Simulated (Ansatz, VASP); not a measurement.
Sr: VASP beside Ansatz

```xyz
1
Lattice="-2.4250 2.4250 2.4250 2.4250 -2.4250 2.4250 2.4250 2.4250 -2.4250" Properties=species:S:1:pos:R:3 pbc="T T T"
Sr    0.0000    0.0000    0.0000
```

Alike in both runs: task single point; functional PBE; k mesh 4 × 4 × 4; occupations gaussian, width 0.1 eV; collinear spin.

|  | VASP | Ansatz |
| --- | --- | --- |
| version | VASP 6.6.1 | Ansatz 0.2.0 |
| potentials or method | VASP PAW PBE potentials, release 64 (Sr_sv), cutoff 500 eV | scalar-relativistic, plane waves, PAW |
| valence electrons in the cell | 10 | 10 |

```tsv
	VASP	Ansatz	Ansatz less VASP
gap on the k mesh at the Fermi level (eV)	none	none	-
pressure (GPa)	-0.8	-0.5	+0.29
net moment per atom (μB)	0.02	0.41	+0.395
size of the moment on the site where the two differ most (μB)	0.00	0.18	+0.176
```

The net moments are unlike, so the other rows may belong to different states. Site moments also hang on the region over which each program counts them. A gap of «none» marks a metal or a gap that the smearing closes.

The k mesh is coarse, so the values compare programs but aren't converged.
